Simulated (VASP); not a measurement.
# CsCl (Pm-3m) in VASP: further runs, part 2 of 2

VASP 6.6.1.

## Step 3: Single point, PBE

File INCAR:

```
  PREC = Accurate
  ENCUT = 500
  EDIFF = 1E-6
  ISMEAR = 0
  SIGMA = 0.01
  LREAL = False
  LASPH = True
  NELM = 120
  ALGO = Normal
  ISIF = 2
  LWAVE = False
  LCHARG = True
  GGA = PE
  LELF = True
  LVHAR = True
  NBANDS = 15
  GGA_COMPAT = False
```

File KPOINTS:

```
Automatic mesh
0
Gamma
  4 4 4
```

File POSCAR:

```
CsCl
1.0
    4.1406759294      0.0000000000      0.0000000000
    0.0000000000      4.1406759294      0.0000000000
    0.0000000000      0.0000000000      4.1406759294
Cs Cl
1 1
Direct
    0.0000000000      0.0000000000      0.0000000000
    0.5000000000      0.5000000000      0.5000000000
```

Potentials or basis: VASP PAW PBE potentials, release 64 (Cs_sv, Cl).

On the command line:

```console
$ cat potpaw_PBE.64/Cs_sv/POTCAR potpaw_PBE.64/Cl/POTCAR > POTCAR
$ mpirun -np 1 vasp_std > vasp.out
```

OUTCAR:

```text
PREC = Accurate
   ENCUT = 500
   EDIFF = 1E-6
   ISMEAR = 0
   LREAL = False
   LASPH = True
   NELM = 120
   ISIF = 2
   GGA = PE

 ion  position               nearest neighbor table
   1  0.000  0.000  0.000-
   2  0.500  0.500  0.500-

  LATTYP: Found a simple cubic cell.
 ALAT       =     4.1406759294

  Lattice vectors:

 A1 = (   4.1406759294,   0.0000000000,   0.0000000000)
 A2 = (   0.0000000000,   4.1406759294,   0.0000000000)
 A3 = (   0.0000000000,   0.0000000000,   4.1406759294)

Analysis of symmetry for initial positions (statically):
=====================================================================
 Subroutine PRICEL returns:
 Original cell was already a primitive cell.

 Routine SETGRP: Setting up the symmetry group for a
 simple cubic supercell.

 Subroutine GETGRP returns: Found 48 space group operations
 (whereof 48 operations were pure point group operations)
 out of a pool of 48 trial point group operations.

The static configuration has the point symmetry O_h .

Analysis of symmetry for dynamics (positions and initial velocities):
[... 154 lines left out ...]
      2     -12.5430      2.00000
      3      -6.2784      2.00000
      4      -6.2784      2.00000
      5      -6.2784      2.00000
      6      -0.3826      2.00000
      7      -0.3826      2.00000
      8      -0.3826      2.00000
      9       4.8192      0.00000
     10       5.0225      0.00000
     11       5.0225      0.00000
     12       9.5979      0.00000
     13       9.5979      0.00000
     14       9.5979      0.00000
[... 149 lines left out ...]
      2     -12.3807      2.00000
      3      -6.7948      2.00000
      4      -6.7948      2.00000
      5      -6.7948      2.00000
      6      -1.4471      2.00000
      7      -1.4471      2.00000
      8      -1.4471      2.00000
      9       8.0554      0.00000
     10       8.0554      0.00000
     11       8.0554      0.00000
     12      10.0710      0.00000
     13      10.0710      0.00000
     14      10.0710      0.00000
     15      11.9667      0.00000

------------------------ aborting loop because EDIFF is reached ----------------------------------------

  FORCE on cell =-STRESS in cart. coord.  units (eV):
  Direction    XX          YY          ZZ          XY          YZ          ZX
  --------------------------------------------------------------------------------------
  -------------------------------------------------------------------------------------
  Total        0.3464629      0.3464629      0.3464629     -0.0000000      0.0000000      0.0000000
  in kB        7.8190433      7.8190433      7.8190433     -0.0000000      0.0000000      0.0000000
  external PRESSURE =       7.8190433 kB  Pullay stress =       0.0000000 kB

 VOLUME and BASIS-vectors are now :
 -----------------------------------------------------------------------------
  energy-cutoff  :      500.00
  volume of cell :       70.99
      direct lattice vectors                 reciprocal lattice vectors
     4.140675929  0.000000000  0.000000000     0.241506463  0.000000000  0.000000000
     0.000000000  4.140675929  0.000000000     0.000000000  0.241506463  0.000000000
     0.000000000  0.000000000  4.140675929     0.000000000  0.000000000  0.241506463

 POSITION                                       TOTAL-FORCE (eV/Angst)
 -----------------------------------------------------------------------------------
      0.00000      0.00000      0.00000         0.000000      0.000000      0.000000
      2.07034      2.07034      2.07034         0.000000      0.000000      0.000000
 -----------------------------------------------------------------------------------
    total drift:                                0.000000      0.000000      0.000000

  FREE ENERGIE OF THE ION-ELECTRON SYSTEM (eV)
  ---------------------------------------------------
  free  energy   TOTEN  =        -6.5318213564 eV

  energy  without entropy=       -6.5318213564  energy(sigma->0) =       -6.53182136
```

Wall time 4.9 s (1 thread of AMD EPYC 9R45 (Zen 5), shared host); peak memory 0.13 GiB.

Results:

```
Free energy            : -6.5318 eV
Pressure               : 0.8 GPa
Band gap on the k mesh : 5.20 eV, direct
```

Levels at points of the mesh, in eV from the valence-band top:
| k point | band 4 | band 5 | band 6 | band 7 | band 8 | band 9 | band 10 | band 11 | band 12 | band 13 |
| --- | --- | --- | --- | --- | --- | --- | --- | --- | --- | --- |
| (0.00, 0.00, 0.00) | -5.90 | -5.90 | 0.00 | 0.00 | 0.00 | 5.20 | 5.41 | 5.41 | 9.98 | 9.98 |
| (0.50, 0.00, 0.00) | -5.76 | -5.76 | -1.14 | -0.23 | -0.23 | 6.41 | 7.55 | 8.80 | 9.27 | 9.45 |
| (0.50, 0.50, 0.00) | -6.64 | -5.68 | -0.42 | -0.42 | -0.05 | 5.94 | 6.01 | 7.96 | 7.96 | 11.84 |
| (0.50, 0.50, 0.50) | -6.41 | -6.41 | -1.06 | -1.06 | -1.06 | 8.44 | 8.44 | 8.44 | 10.45 | 10.45 |

Caveat: spin-orbit coupling is left out, which moves the levels of the heavy elements. PBE gaps usually lie below the measured ones, often by a third to a half.

## Step 4: Single point, LDA

File INCAR:

```
SYSTEM = CsCl
PREC = Accurate ; ENCUT = 500
EDIFF = 1E-6 ; ISMEAR = 0
SIGMA = 0.01 ; LREAL = .FALSE.
LASPH = .TRUE. ; NELM = 120
ALGO = Normal ; ISIF = 2
LWAVE = .FALSE. ; LCHARG = .FALSE.
NBANDS = 15 ; GGA_COMPAT = .FALSE.
```

File KPOINTS:

```
regular mesh
0
G
  4 4 4
  0 0 0
```

POSCAR is that of step 3.

Potentials or basis: VASP PAW LDA potentials, release 64 (Cs_sv, Cl).

On the command line:

```console
$ cat potpaw_LDA.64/Cs_sv/POTCAR potpaw_LDA.64/Cl/POTCAR > POTCAR
$ mpirun -np 1 vasp_std > vasp.out
```

OUTCAR:

```text
SYSTEM = CsCl
   PREC = Accurate
   ENCUT = 500
   EDIFF = 1E-6
   ISMEAR = 0
   LREAL = .FALSE.
   LASPH = .TRUE.
   NELM = 120
   ISIF = 2

 ion  position               nearest neighbor table
   1  0.000  0.000  0.000-
   2  0.500  0.500  0.500-

  LATTYP: Found a simple cubic cell.
 ALAT       =     4.1406759294

  Lattice vectors:

 A1 = (   4.1406759294,   0.0000000000,   0.0000000000)
 A2 = (   0.0000000000,   4.1406759294,   0.0000000000)
 A3 = (   0.0000000000,   0.0000000000,   4.1406759294)
[... 346 lines left out ...]

------------------------ aborting loop because EDIFF is reached ----------------------------------------

  FORCE on cell =-STRESS in cart. coord.  units (eV):
  Direction    XX          YY          ZZ          XY          YZ          ZX
  --------------------------------------------------------------------------------------
  -------------------------------------------------------------------------------------
  Total       -0.9864098     -0.9864098     -0.9864098      0.0000000     -0.0000000      0.0000000
  in kB      -22.2614908    -22.2614908    -22.2614908      0.0000000     -0.0000000      0.0000000
  external PRESSURE =     -22.2614908 kB  Pullay stress =       0.0000000 kB

 VOLUME and BASIS-vectors are now :
 -----------------------------------------------------------------------------
  energy-cutoff  :      500.00
  volume of cell :       70.99
      direct lattice vectors                 reciprocal lattice vectors
     4.140675929  0.000000000  0.000000000     0.241506463  0.000000000  0.000000000
     0.000000000  4.140675929  0.000000000     0.000000000  0.241506463  0.000000000
     0.000000000  0.000000000  4.140675929     0.000000000  0.000000000  0.241506463

 POSITION                                       TOTAL-FORCE (eV/Angst)
 -----------------------------------------------------------------------------------
      0.00000      0.00000      0.00000         0.000000      0.000000      0.000000
      2.07034      2.07034      2.07034         0.000000      0.000000      0.000000
 -----------------------------------------------------------------------------------
    total drift:                                0.000000      0.000000      0.000000

  FREE ENERGIE OF THE ION-ELECTRON SYSTEM (eV)
  ---------------------------------------------------
  free  energy   TOTEN  =        -7.2466164482 eV

  energy  without entropy=       -7.2466164482  energy(sigma->0) =       -7.24661645
```

OSZICAR:

```text
N       E                     dE             d eps       ncg     rms          rms(c)
DAV:   1     0.868454601521E+02    0.86845E+02   -0.66065E+03   300   0.883E+02
DAV:   2    -0.156086206692E+01   -0.88406E+02   -0.80104E+02   451   0.158E+02
DAV:   3    -0.759444466559E+01   -0.60336E+01   -0.60185E+01   377   0.457E+01
DAV:   4    -0.764796744053E+01   -0.53523E-01   -0.53517E-01   363   0.528E+00
DAV:   5    -0.764866329281E+01   -0.69585E-03   -0.69583E-03   398   0.602E-01    0.220E+00
DAV:   6    -0.730395741004E+01    0.34471E+00   -0.38301E-01   363   0.350E+00    0.158E+00
DAV:   7    -0.725484907490E+01    0.49108E-01   -0.93789E-02   349   0.168E+00    0.933E-01
DAV:   8    -0.724703747089E+01    0.78116E-02   -0.12960E-02   377   0.657E-01    0.146E-01
DAV:   9    -0.724661933449E+01    0.41814E-03   -0.13441E-03   363   0.211E-01    0.890E-02
DAV:  10    -0.724661542902E+01    0.39055E-05   -0.19704E-04   391   0.892E-02    0.913E-03
DAV:  11    -0.724661692631E+01   -0.14973E-05   -0.10053E-05   321   0.211E-02    0.767E-03
DAV:  12    -0.724661644820E+01    0.47811E-06   -0.47675E-06   363   0.125E-02
   1 F= -.72466164E+01 E0= -.72466164E+01  d E =-.179807E-23
```

stdout:

```text
POSCAR found type information on POSCAR CsCl
 POSCAR found :  2 types and       2 ions
 scaLAPACK will be used
 LDA part: xc-table for (Slater(with rela. corr.)+CA(PZ))
 , standard interpolation
 POSCAR, INCAR and KPOINTS ok, starting setup
 FFT: planning ... GRIDC
 FFT: planning ... GRID_SOFT
 FFT: planning ... GRID
 WAVECAR not read
 entering main loop
```

Run time: 3.8 s. Hardware: 1 thread of AMD EPYC 9R45 (Zen 5), shared host; peak memory 0.11 GiB.

Results:

```yaml
Free_energy: -7.2466 eV
Pressure: -2.2 GPa
Band_gap_on_the_k_mesh: 4.79 eV, direct
```

Levels at points of the mesh, in eV from the valence-band top:
```tsv
k point	band 5	band 6	band 7	band 8	band 9	band 10	band 11	band 12
(0.00, 0.00, 0.00)	-5.84	0.00	0.00	0.00	4.79	5.13	5.13	9.88
(0.50, 0.00, 0.00)	-5.70	-1.22	-0.24	-0.24	6.16	7.28	8.46	8.96
(0.50, 0.50, 0.00)	-5.61	-0.44	-0.44	-0.05	5.63	5.74	7.78	7.78
(0.50, 0.50, 0.50)	-6.38	-1.13	-1.13	-1.13	8.26	8.26	8.26	10.14
```

Caveat: spin-orbit coupling is left out, which moves the levels of the heavy elements.
